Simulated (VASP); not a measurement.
# Pt (Fm-3m) in VASP: a series of runs, part 3 of 4

VASP 6.6.1. The steps go on from the part before.

### 5 Single point, LDA

The input, INCAR:

```
ALGO = Normal
EDIFF = 1E-6
ENCUT = 520
GGA = CA
ISIF = 2
ISMEAR = 1
LASPH = True
LCHARG = True
LELF = True
LREAL = False
LVHAR = True
LWAVE = False
NBANDS = 11
NELM = 100
PREC = Accurate
SIGMA = 0.1
```

The input, KPOINTS:

```
k-points
0
Gamma
  35 35 35
```

The input, POSCAR:

```
Pt
1.0
    0.0000000000      1.9465945000      1.9465945000
    1.9465945000      0.0000000000      1.9465945000
    1.9465945000      1.9465945000      0.0000000000
Pt
1
Direct
    0.0000000000      0.0000000000      0.0000000000
```

Potentials or basis: VASP PAW LDA potentials, release 64 (Pt).

Command:

```
> cat potpaw_LDA.64/Pt/POTCAR > POTCAR
> mpirun -np 1 vasp_std > vasp.out
```

OUTCAR:

```text
EDIFF = 1E-6
   ENCUT = 520
   GGA = CA
   ISIF = 2
   ISMEAR = 1
   LASPH = True
   LREAL = False
   NELM = 100
   PREC = Accurate

 ion  position               nearest neighbor table
   1  0.000  0.000  0.000-

  LATTYP: Found a face centered cubic cell.
 ALAT       =     3.8931890000

  Lattice vectors:

 A1 = (   0.0000000000,   1.9465945000,   1.9465945000)
 A2 = (   1.9465945000,   0.0000000000,   1.9465945000)
 A3 = (   1.9465945000,   1.9465945000,   0.0000000000)

Analysis of symmetry for initial positions (statically):
=====================================================================
 Subroutine PRICEL returns:
 Original cell was already a primitive cell.

 Routine SETGRP: Setting up the symmetry group for a
 face centered cubic supercell.

 Subroutine GETGRP returns: Found 48 space group operations
 (whereof 48 operations were pure point group operations)
 out of a pool of 48 trial point group operations.

The static configuration has the point symmetry O_h .

Analysis of symmetry for dynamics (positions and initial velocities):
=====================================================================
 Subroutine PRICEL returns:
 Original cell was already a primitive cell.

 Routine SETGRP: Setting up the symmetry group for a
 face centered cubic supercell.

 Subroutine GETGRP returns: Found 48 space group operations
 (whereof 48 operations were pure point group operations)
 out of a pool of 48 trial point group operations.

The dynamic configuration has the point symmetry O_h .

 Subroutine INISYM returns: Found 48 space group operations
 (whereof 48 operations are pure point group operations),
 and found     1 'primitive' translations

----------------------------------------------------------------------------------------

                                     Primitive cell

  volume of cell :      14.7522

  direct lattice vectors                    reciprocal lattice vectors
     0.000000000  1.946594500  1.946594500    -0.256858837  0.256858837  0.256858837
     1.946594500  0.000000000  1.946594500     0.256858837 -0.256858837  0.256858837
     1.946594500  1.946594500  0.000000000     0.256858837  0.256858837 -0.256858837

  length of vectors
     2.752900342  2.752900342  2.752900342     0.444892557  0.444892557  0.444892557

  position of ions in fractional coordinates (direct lattice)
     0.000000000  0.000000000  0.000000000

  ion indices of the primitive-cell ions
   primitive index   ion index
                 1           1

----------------------------------------------------------------------------------------

 KPOINTS: k-points

Automatic generation of k-mesh.
 Grid dimensions read from file:
 generate k-points for:   35   35   35

 Generating k-lattice:

  Cartesian coordinates                     Fractional coordinates (reciprocal lattice)
    -0.007338824  0.007338824  0.007338824     0.028571429  0.000000000  0.000000000
     0.007338824 -0.007338824  0.007338824     0.000000000  0.028571429  0.000000000
     0.007338824  0.007338824 -0.007338824     0.000000000  0.000000000  0.028571429

  Length of vectors
     0.012711216  0.012711216  0.012711216

  Shift w.r.t. Gamma in fractional coordinates (k-lattice)
     0.000000000  0.000000000  0.000000000

 Subroutine IBZKPT returns following result:
 ===========================================

 Found   1140 irreducible k-points:

 Following reciprocal coordinates:
            Coordinates               Weight
  0.000000  0.000000  0.000000      1.000000
  0.028571  0.000000  0.000000      8.000000
  0.057143  0.000000  0.000000      8.000000
  0.085714  0.000000  0.000000      8.000000
  0.114286  0.000000  0.000000      8.000000
  0.142857  0.000000  0.000000      8.000000
[... 16 lines left out ...]
  0.142857  0.028571  0.000000     24.000000
  0.171429  0.028571  0.000000     24.000000
 [... further k-points ...]
   k-points           NKPTS =   1140   k-points in BZ     NKDIM =   1140   number of bands    NBANDS=     11
   number of dos      NEDOS =    301   number of ions     NIONS =      1
   total plane-waves  NPLWV =   8000
   dimension x,y,z NGX =    20 NGY =   20 NGZ =   20
   dimension x,y,z NGXF=    40 NGYF=   40 NGZF=   40
   ions per type =               1
   NGX,Y,Z   is equivalent  to a cutoff of  12.08, 12.08, 12.08 a.u.
   NGXF,Y,Z  is equivalent  to a cutoff of  24.16, 24.16, 24.16 a.u.
 SYSTEM =  unknown system
   PREC   = accura    normal or accurate (medium, high low for compatibility)
   ISTART =      0    job   : 0-new  1-cont  2-samecut
   ICHARG =      2    charge: 1-file 2-atom 10-const
   ISPIN  =      1    spin polarized calculation?
   LNONCOLLINEAR =      F non collinear calculations
   LSORBIT =      F    spin-orbit coupling
   LASPH  =      T    aspherical Exc in radial PAW
   ENCUT  =  520.0 eV  38.22 Ry    6.18 a.u.   5.12  5.12  5.12*2*pi/ulx,y,z
   NELM   =    100;   NELMIN=  2; NELMDL= -5     # of ELM steps
   EDIFF  = 0.1E-05   stopping-criterion for ELM
   LREAL  =      F    real-space projection
   EDIFFG = 0.1E-04   stopping-criterion for IOM
   NSW    =      0    number of steps for IOM
   IBRION =     -1    ionic relax: 0-MD 1-quasi-New 2-CG
   NFREE  =      0    steps in history (QN), initial steepest desc. (CG)
   ISIF   =      2    stress and relaxation
   ISYM   =      2    0-nonsym 1-usesym 2-fastsym
   POTIM  = 0.5000    time-step for ionic-motion
   TEBEG  =    0.0;   TEEND  =   0.0 temperature during run
   PSTRESS=    0.0 pullay stress
   NELECT =      10.0000    total number of electrons
   NUPDOWN=      -1.0000    fix difference up-down
   EMIN   =  10.00;   EMAX   =-10.00  energy-range for DOS
   EFERMI =   0.00;   METHOD = LEGACY
   ISMEAR =     1;   SIGMA  =   0.10  broadening in eV -4-tet -1-fermi 0-gaus
   EFERMI_NEDOS =   21; number of points for ismear=-14 and -15
   IALGO  =     38    algorithm
   IMIX   =      4    mixing-type and parameters
     AMIX     =   0.40;   BMIX     =  1.00
     AMIX_MAG =   1.60;   BMIX_MAG =  1.00
  volume/ion in A,a.u.               =      14.75        99.55
  Fermi-wavevector in a.u.,A,eV,Ry     =   1.438101  2.717617 28.138672  2.068134
  Thomas-Fermi vector in A             =   2.557105
   LORBIT       =      0    0 simple, 1 ext, 2 COOP (PROOUT), +10 PAW based schemes
   GGA     = CA    functional components
   LHFCALC =     F    Hartree Fock is set to
   AEXX    =    0.0000 exact exchange contribution
   IVDW    =     0    specifies the selected vdW correction
   LEPSILON=     F    determine dielectric tensor
   LRPA    =     F    only Hartree local field effects (RPA)
 non-spin polarized calculation
 Methfessel and Paxton  Order N= 1 SIGMA  =   0.10
  energy-cutoff  :      520.00
  volume of cell :       14.75
 maximum number of plane-waves:       415
   NGX = 11   NGY = 11   NGZ = 11

 number of electron      10.0000000 magnetization

 Free energy of the ion-electron system (eV)
  ---------------------------------------------------
  ext. energy  EPLUGINS =         0.00000000
  ---------------------------------------------------
  free energy    TOTEN  =        -7.50533143 eV

  energy without entropy =       -7.50500479  energy(sigma->0) =       -7.50522255

 E-fermi :  11.5687     XC(G=0): -13.8155

 val. band max:       11.5679476199   @ k =  -0.4000   0.3429   0.0857
 cond. band min:      11.5687250302   @ k =   0.4571   0.0286   0.0000
 fundamental gap:      0.0007774103
 Fermi energy:        11.5686568721

 k-point     1 :       0.0000    0.0000    0.0000
  band No.  band energies     occupation
      1       1.0785      2.00000
      2       7.6160      2.00000
      3       7.6160      2.00000
      4       7.6160      2.00000
      5       9.8905      2.00000
      6       9.8905      2.00000
      7      26.1290      0.00000
      8      31.1774      0.00000
      9      31.1774      0.00000
     10      31.1774      0.00000
     11      36.7117      0.00000
[... 309 lines left out ...]
 k-point    24 :       0.1714    0.0286    0.0000
  band No.  band energies     occupation
      1       2.1217      2.00000
      2       7.2225      2.00000
      3       7.9603      2.00000
      4       7.9725      2.00000
      5       9.6381      2.00000
      6       9.9003      2.00000
      7      27.5926      0.00000
      8      27.7128      0.00000
      9      32.4491      0.00000
     10      33.0032      0.00000
     11      36.8934      0.00000

 [... further k-points ...]

------------------------ aborting loop because EDIFF is reached ----------------------------------------

  FORCE on cell =-STRESS in cart. coord.  units (eV):
  Direction    XX          YY          ZZ          XY          YZ          ZX
  --------------------------------------------------------------------------------------
  -------------------------------------------------------------------------------------
  Total        0.0742375      0.0742375      0.0742375      0.0000000      0.0000000      0.0000000
  in kB        8.0626455      8.0626455      8.0626455      0.0000000      0.0000000      0.0000000
  external PRESSURE =       8.0626455 kB  Pullay stress =       0.0000000 kB

 VOLUME and BASIS-vectors are now :
 -----------------------------------------------------------------------------
  energy-cutoff  :      520.00
  volume of cell :       14.75
      direct lattice vectors                 reciprocal lattice vectors
     0.000000000  1.946594500  1.946594500    -0.256858837  0.256858837  0.256858837
     1.946594500  0.000000000  1.946594500     0.256858837 -0.256858837  0.256858837
     1.946594500  1.946594500  0.000000000     0.256858837  0.256858837 -0.256858837

 POSITION                                       TOTAL-FORCE (eV/Angst)
 -----------------------------------------------------------------------------------
      0.00000      0.00000      0.00000         0.000000     -0.000000     -0.000000
 -----------------------------------------------------------------------------------
    total drift:                                0.000000     -0.000000      0.000000

  FREE ENERGIE OF THE ION-ELECTRON SYSTEM (eV)
  ---------------------------------------------------
  free  energy   TOTEN  =        -7.5053314260 eV

  energy  without entropy=       -7.5050047856  energy(sigma->0) =       -7.50522255
```

Run time: 3.5 min. Hardware: 1 thread of Intel Xeon 8259CL, shared host; peak memory 0.28 GiB.

What came out:

* Free energy: -7.5053 eV
* Pressure: 0.8 GPa
* Band gap on the k mesh: zero (bands 5 and 6 overlap by 2.31 eV)

Levels at points of the mesh, in eV from the Fermi level:
| k point | band 1 | band 2 | band 3 | band 4 | band 5 | band 6 | band 7 | band 8 | band 9 | band 10 |
| --- | --- | --- | --- | --- | --- | --- | --- | --- | --- | --- |
| (0.00, 0.00, 0.00) | -10.49 | -3.95 | -3.95 | -3.95 | -1.68 | -1.68 | 14.56 | 19.61 | 19.61 | 19.61 |

Caveat: spin-orbit coupling is left out, which moves the levels of the heavy elements.

(Continued in part 4 of 4.)
